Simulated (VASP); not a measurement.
# ZnO (P6_3mc) in VASP: a series of runs

Aim: see how the results for ZnO move with the level of theory and the settings. Levels: RPBE+D4, PBEsol. Tasks: single point.

Everything below comes from runs of VASP 6.6.1. Logs are shortened: lines on timing, memory, paths and dates and some standing lists are left out, and cuts for length are marked.

## 1. The cell of the first run

Symmetry: P6_3mc, No. 186, hexagonal system. The conventional cell has a = 3.279 Å, b = 3.279 Å, c = 5.287 Å, α = 90.00°, β = 90.00°, γ = 120.00°. Within 2.6 Å of Zn (site symmetry 3m) lie 4 O at 2.00 Å. O (site symmetry 3m) has 4 Zn at 2.00 Å within 2.6 Å.

## 2. Single point, RPBE+D4 (volume scaled by 1.02)

The input, INCAR:

```
SYSTEM = ZnO
PREC = Accurate
ENCUT = 520
EDIFF = 1E-6
ISMEAR = 0
SIGMA = 0.05
LREAL = .False.
LASPH = .True.
NELM = 100
ALGO = Normal
ISIF = 2
LWAVE = .False.
LCHARG = .False.
GGA = RP
IVDW = 13
NBANDS = 26
```

The input, KPOINTS:

```
Automatic mesh
0
Gamma
  8 8 6
  0 0 0
```

The input, POSCAR:

```
ZnO
1.0
    3.2787321532      0.0000000000      0.0000000000
   -1.6393660766      2.8394653369      0.0000000000
    0.0000000000      0.0000000000      5.2869004558
Zn O
2 2
Direct
    0.3333333333      0.6666666667      0.0014489168
    0.6666666667      0.3333333333      0.5014489168
    0.3333333333      0.6666666667      0.3806510832
    0.6666666667      0.3333333333      0.8806510832
```

Potentials or basis: VASP PAW PBE potentials, release 64 (Zn, O).

Started as:

```console
cat potpaw_PBE.64/Zn/POTCAR potpaw_PBE.64/O/POTCAR > POTCAR
mpirun -np 1 vasp_std > vasp.out
```

OUTCAR:

```text
SYSTEM = ZnO
   PREC = Accurate
   ENCUT = 520
   EDIFF = 1E-6
   ISMEAR = 0
   LREAL = .False.
   LASPH = .True.
   NELM = 100
   ISIF = 2
   GGA = RP
   IVDW = 13

 ion  position               nearest neighbor table
   1  0.333  0.667  0.001-   4 2.00   4 2.00   4 2.00   3 2.00
   2  0.667  0.333  0.501-   3 2.00   3 2.00   3 2.00   4 2.00
   3  0.333  0.667  0.381-   2 2.00   2 2.00   2 2.00   1 2.00
   4  0.667  0.333  0.881-   1 2.00   1 2.00   1 2.00   2 2.00

  LATTYP: Found a hexagonal cell.
 ALAT       =     3.2787321532
 C/A-ratio  =     1.6124831821

  Lattice vectors:

 A1 = (   3.2787321532,   0.0000000000,   0.0000000000)
 A2 = (  -1.6393660766,   2.8394653369,   0.0000000000)
 A3 = (   0.0000000000,   0.0000000000,   5.2869004558)

Analysis of symmetry for initial positions (statically):
=====================================================================
 Subroutine PRICEL returns:
 Original cell was already a primitive cell.

 Routine SETGRP: Setting up the symmetry group for a
 hexagonal supercell.

 Subroutine GETGRP returns: Found 12 space group operations
 (whereof  6 operations were pure point group operations)
 out of a pool of 24 trial point group operations.

The static configuration has the point symmetry C_3v.
 The point group associated with its full space group is C_6v.

Analysis of symmetry for dynamics (positions and initial velocities):
=====================================================================
 Subroutine PRICEL returns:
 Original cell was already a primitive cell.

 Routine SETGRP: Setting up the symmetry group for a
 hexagonal supercell.

 Subroutine GETGRP returns: Found 12 space group operations
 (whereof  6 operations were pure point group operations)
 out of a pool of 24 trial point group operations.

The dynamic configuration has the point symmetry C_3v.
 The point group associated with its full space group is C_6v.

 Subroutine INISYM returns: Found 12 space group operations
 (whereof  6 operations are pure point group operations),
 and found     1 'primitive' translations

----------------------------------------------------------------------------------------

                                     Primitive cell

  volume of cell :      49.2202

  direct lattice vectors                    reciprocal lattice vectors
     3.278732153  0.000000000  0.000000000     0.304995942  0.176089489  0.000000000
    -1.639366077  2.839465337  0.000000000     0.000000000  0.352178978  0.000000000
     0.000000000  0.000000000  5.286900456     0.000000000  0.000000000  0.189146743

  length of vectors
     3.278732153  3.278732153  5.286900456     0.352178978  0.352178978  0.189146743

  position of ions in fractional coordinates (direct lattice)
     0.333333333  0.666666667  0.001448917
     0.666666667  0.333333333  0.501448917
     0.333333333  0.666666667  0.380651083
     0.666666667  0.333333333  0.880651083

  ion indices of the primitive-cell ions
   primitive index   ion index
                 1           1
                 2           2
                 3           3
                 4           4

----------------------------------------------------------------------------------------

 KPOINTS: Automatic mesh

Automatic generation of k-mesh.
 Grid dimensions read from file:
 generate k-points for:    8    8    6

 Generating k-lattice:

  Cartesian coordinates                     Fractional coordinates (reciprocal lattice)
     0.038124493  0.022011186  0.000000000     0.125000000  0.000000000  0.000000000
     0.000000000  0.044022372  0.000000000     0.000000000  0.125000000  0.000000000
     0.000000000  0.000000000  0.031524457     0.000000000  0.000000000  0.166666667

  Length of vectors
     0.044022372  0.044022372  0.031524457

  Shift w.r.t. Gamma in fractional coordinates (k-lattice)
     0.000000000  0.000000000  0.000000000

 Subroutine IBZKPT returns following result:
 ===========================================

 Found     40 irreducible k-points:

 Following reciprocal coordinates:
            Coordinates               Weight
  0.000000  0.000000  0.000000      1.000000
  0.125000  0.000000  0.000000      6.000000
  0.250000  0.000000  0.000000      6.000000
  0.375000  0.000000  0.000000      6.000000
  0.500000  0.000000  0.000000      3.000000
  0.125000  0.125000  0.000000      6.000000
[... 16 lines left out ...]
  0.250000  0.000000  0.333333     12.000000
  0.375000  0.000000  0.333333     12.000000
 [... further k-points ...]
   k-points           NKPTS =     40   k-points in BZ     NKDIM =     40   number of bands    NBANDS=     26
   number of dos      NEDOS =    301   number of ions     NIONS =      4
   total plane-waves  NPLWV =  23040
   dimension x,y,z NGX =    24 NGY =   24 NGZ =   40
   dimension x,y,z NGXF=    48 NGYF=   48 NGZF=   80
   ions per type =               2   2
   NGX,Y,Z   is equivalent  to a cutoff of  12.17, 12.17, 12.58 a.u.
   NGXF,Y,Z  is equivalent  to a cutoff of  24.34, 24.34, 25.16 a.u.
 SYSTEM =  ZnO
   PREC   = accura    normal or accurate (medium, high low for compatibility)
   ISTART =      0    job   : 0-new  1-cont  2-samecut
   ICHARG =      2    charge: 1-file 2-atom 10-const
   ISPIN  =      1    spin polarized calculation?
   LNONCOLLINEAR =      F non collinear calculations
   LSORBIT =      F    spin-orbit coupling
   LASPH  =      T    aspherical Exc in radial PAW
   ENCUT  =  520.0 eV  38.22 Ry    6.18 a.u.   6.10  6.10  9.83*2*pi/ulx,y,z
   NELM   =    100;   NELMIN=  2; NELMDL= -5     # of ELM steps
   EDIFF  = 0.1E-05   stopping-criterion for ELM
   LREAL  =      F    real-space projection
   EDIFFG = 0.1E-04   stopping-criterion for IOM
   NSW    =      0    number of steps for IOM
   IBRION =     -1    ionic relax: 0-MD 1-quasi-New 2-CG
   NFREE  =      0    steps in history (QN), initial steepest desc. (CG)
   ISIF   =      2    stress and relaxation
   ISYM   =      2    0-nonsym 1-usesym 2-fastsym
   POTIM  = 0.5000    time-step for ionic-motion
   TEBEG  =    0.0;   TEEND  =   0.0 temperature during run
   PSTRESS=    0.0 pullay stress
   NELECT =      36.0000    total number of electrons
   NUPDOWN=      -1.0000    fix difference up-down
   EMIN   =  10.00;   EMAX   =-10.00  energy-range for DOS
   EFERMI =   0.00;   METHOD = LEGACY
   ISMEAR =     0;   SIGMA  =   0.05  broadening in eV -4-tet -1-fermi 0-gaus
   EFERMI_NEDOS =   21; number of points for ismear=-14 and -15
   IALGO  =     38    algorithm
   IMIX   =      4    mixing-type and parameters
     AMIX     =   0.40;   BMIX     =  1.00
     AMIX_MAG =   1.60;   BMIX_MAG =  1.00
  volume/ion in A,a.u.               =      12.31        83.04
  Fermi-wavevector in a.u.,A,eV,Ry     =   1.475008  2.787361 29.601506  2.175649
  Thomas-Fermi vector in A             =   2.589710
   LORBIT       =      0    0 simple, 1 ext, 2 COOP (PROOUT), +10 PAW based schemes
   GGA     = RP    functional components
   LHFCALC =     F    Hartree Fock is set to
   AEXX    =    0.0000 exact exchange contribution
   IVDW    =    13    specifies the selected vdW correction
   LEPSILON=     F    determine dielectric tensor
   LRPA    =     F    only Hartree local field effects (RPA)
 non-spin polarized calculation
 Gauss-broadening in eV      SIGMA  =   0.05
  energy-cutoff  :      520.00
  volume of cell :       49.22
 maximum number of plane-waves:      1342
   NGX = 13   NGY = 13   NGZ = 19

 number of electron      36.0000036 magnetization

 Free energy of the ion-electron system (eV)
  ---------------------------------------------------
  ext. energy  EPLUGINS =         0.00000000
  ---------------------------------------------------
  free energy    TOTEN  =       -16.33872030 eV

  energy without entropy =      -16.33872030  energy(sigma->0) =      -16.33872030

 E-fermi :   1.3180     XC(G=0): -10.4716

 val. band max:        1.0930816092   @ k =   0.0000   0.0000   0.0000
 cond. band min:       1.9186768221   @ k =   0.0000   0.0000   0.0000
 fundamental gap:      0.8255952128
 Fermi energy:         1.3179515262

 k-point     1 :       0.0000    0.0000    0.0000
  band No.  band energies     occupation
      1     -16.8232      2.00000
      2     -16.1670      2.00000
      3      -4.4361      2.00000
      4      -4.4361      2.00000
      5      -4.3946      2.00000
      6      -4.2618      2.00000
[... 18 lines left out ...]
     25      15.1258      0.00000
     26      15.1258      0.00000

 k-point     2 :       0.1250    0.0000    0.0000
  band No.  band energies     occupation
      1     -16.7456      2.00000
      2     -16.1331      2.00000
      3      -4.5157      2.00000
      4      -4.3901      2.00000
      5      -4.3491      2.00000
      6      -4.2620      2.00000
[... 18 lines left out ...]
     25      15.1417      0.00000
     26      15.2741      0.00000

 k-point     3 :       0.2500    0.0000    0.0000
  band No.  band energies     occupation
      1     -16.5459      2.00000
      2     -16.0570      2.00000
      3      -4.6512      2.00000
      4      -4.3406      2.00000
      5      -4.2905      2.00000
      6      -4.1647      2.00000
[... 18 lines left out ...]
     25      14.3674      0.00000
     26      15.1651      0.00000

 k-point     4 :       0.3750    0.0000    0.0000
  band No.  band energies     occupation
      1     -16.3166      2.00000
      2     -16.0014      2.00000
      3      -4.6785      2.00000
      4      -4.3716      2.00000
      5      -4.2158      2.00000
      6      -3.9570      2.00000
[... 18 lines left out ...]
     25      14.3550      0.00000
     26      15.0988      0.00000
[... 496 lines left out ...]
      1     -16.5968      2.00000
      2     -16.2905      2.00000
      3      -4.6111      2.00000
      4      -4.5732      2.00000
      5      -4.3559      2.00000
      6      -4.3474      2.00000
[... 18 lines left out ...]
     25      14.1339      0.00000
     26      14.6721      0.00000

 k-point    23 :       0.2500    0.0000    0.3333
  band No.  band energies     occupation
      1     -16.4242      2.00000
      2     -16.1793      2.00000
      3      -4.7307      2.00000
      4      -4.6117      2.00000
      5      -4.2357      2.00000
      6      -4.2074      2.00000
[... 18 lines left out ...]
     25      14.4114      0.00000
     26      14.7855      0.00000

 k-point    24 :       0.3750    0.0000    0.3333
  band No.  band energies     occupation
      1     -16.2342      2.00000
      2     -16.0761      2.00000
      3      -4.7712      2.00000
      4      -4.6470      2.00000
      5      -4.1290      2.00000
      6      -4.0163      2.00000
[... 18 lines left out ...]
     25      14.4921      0.00000
     26      14.8674      0.00000

 [... further k-points ...]

------------------------ aborting loop because EDIFF is reached ----------------------------------------

  DFT-D4 for vdW energy calculation

  Edisp (eV):   -1.96117

  FORCE on cell =-STRESS in cart. coord.  units (eV):
  Direction    XX          YY          ZZ          XY          YZ          ZX
  --------------------------------------------------------------------------------------
  -------------------------------------------------------------------------------------
  Total      -0.44705    -0.44705    -0.42642     0.00000     0.00000     0.00000
  in kB     -14.55209   -14.55209   -13.88049     0.00000     0.00000     0.00000
  external pressure =      -14.33 kB  Pullay stress =        0.00 kB

 VOLUME and BASIS-vectors are now :
 -----------------------------------------------------------------------------
  energy-cutoff  :      520.00
  volume of cell :       49.22
      direct lattice vectors                 reciprocal lattice vectors
     3.278732153  0.000000000  0.000000000     0.304995942  0.176089489  0.000000000
    -1.639366077  2.839465337  0.000000000     0.000000000  0.352178978  0.000000000
     0.000000000  0.000000000  5.286900456     0.000000000  0.000000000  0.189146743

 POSITION                                       TOTAL-FORCE (eV/Angst)
 -----------------------------------------------------------------------------------
     -0.00000      1.89298      0.00766        -0.000000      0.000000     -0.004976
      1.63937      0.94649      2.65111        -0.000000      0.000000     -0.004976
     -0.00000      1.89298      2.01246         0.000000     -0.000000      0.004976
      1.63937      0.94649      4.65591        -0.000000      0.000000      0.004976
 -----------------------------------------------------------------------------------
    total drift:                               -0.000001     -0.000001     -0.001392

  FREE ENERGIE OF THE ION-ELECTRON SYSTEM (eV)
  ---------------------------------------------------
  free  energy   TOTEN  =       -18.2998894779 eV

  energy  without entropy=      -18.2998894779  energy(sigma->0) =      -18.29988948
```

Run time: 16 s. Hardware: 1 thread of Intel Xeon 6975P-C (Granite Rapids), shared host; peak memory 0.18 GiB.

Results:

| Quantity | Value |
| --- | --- |
| Free energy | -18.2999 eV |
| Pressure | -1.4 GPa |
| Largest force | 0.005 eV/Å |
| Band gap on the k mesh | 0.83 eV, direct |
| Dispersion energy per atom | -0.490 eV |

Forces on the atoms (eV/Å):
```
Zn   0.000  0.000 -0.005
Zn   0.000  0.000 -0.005
O    0.000  0.000  0.005
O    0.000  0.000  0.005
```

Levels at points of the mesh, in eV from the valence-band top:
```tsv
k point	band 16	band 17	band 18	band 19	band 20	band 21
(0.00, 0.00, 0.00)	-0.08	0.00	0.00	0.83	5.20	8.20
(0.50, 0.00, 0.00)	-2.14	-1.22	-0.79	5.71	6.95	7.65
(0.00, 0.00, 0.50)	-0.37	-0.37	-0.37	3.45	3.45	10.04
(0.50, 0.00, 0.50)	-1.43	-1.31	-1.31	5.76	5.76	8.33
```

Caveat: the PAW data sets were made with another functional, which shifts forces and pressure a little.

## 3. Single point, PBEsol (volume scaled by 1.04)

The input, INCAR:

```
SYSTEM = ZnO
  PREC = Accurate
  ENCUT = 520
  EDIFF = 1E-6
  ISMEAR = 0
  SIGMA = 0.05
  LREAL = .False.
  LASPH = .True.
  NELM = 100
  ALGO = Normal
  ISIF = 2
  LWAVE = .False.
  LCHARG = .False.
  GGA = PS
  NBANDS = 26
```

KPOINTS is that of step 2.

The input, POSCAR:

```
ZnO
1.0
    3.2736242890      0.0000000000      0.0000000000
   -1.6368121445      2.8350417967      0.0000000000
    0.0000000000      0.0000000000      5.2818168426
Zn O
2 2
Direct
    0.3333333333      0.6666666667      0.0015022028
    0.6666666667      0.3333333333      0.5015022028
    0.3333333333      0.6666666667      0.3805977972
    0.6666666667      0.3333333333      0.8805977972
```

Potentials or basis: VASP PAW PBE potentials, release 64 (Zn, O).

Started as:

```console
cat potpaw_PBE.64/Zn/POTCAR potpaw_PBE.64/O/POTCAR > POTCAR
mpirun -np 1 vasp_std > vasp.out
```

Wall time 15 s (1 thread of Intel Xeon 6975P-C (Granite Rapids), shared host); peak memory 0.18 GiB.

The run converged. Its results:

| Property | Result |
| --- | --- |
| Free energy | -19.3906 eV |
| Pressure | -4.4 GPa |
| Band gap on the k mesh | 0.63 eV, direct |

Stress tensor (GPa, compression positive):
```
-4.47  0.00  0.00
 0.00 -4.47  0.00
 0.00  0.00 -4.37
```

Levels at points of the mesh, in eV from the valence-band top:
```csv
k point,band 15,band 16,band 17,band 18,band 19,band 20,band 21,band 22
"(0.00, 0.00, 0.00)",-0.77,-0.08,0.00,0.00,0.63,5.01,7.97,12.63
"(0.50, 0.00, 0.00)",-2.77,-2.19,-1.26,-0.81,5.56,6.67,7.39,8.24
"(0.00, 0.00, 0.50)",-0.38,-0.38,-0.38,-0.38,3.29,3.29,9.80,9.80
"(0.50, 0.00, 0.50)",-1.46,-1.46,-1.34,-1.34,5.51,5.51,8.18,8.18
```

Caveat: the PAW data sets were made with another functional, which shifts forces and pressure a little.
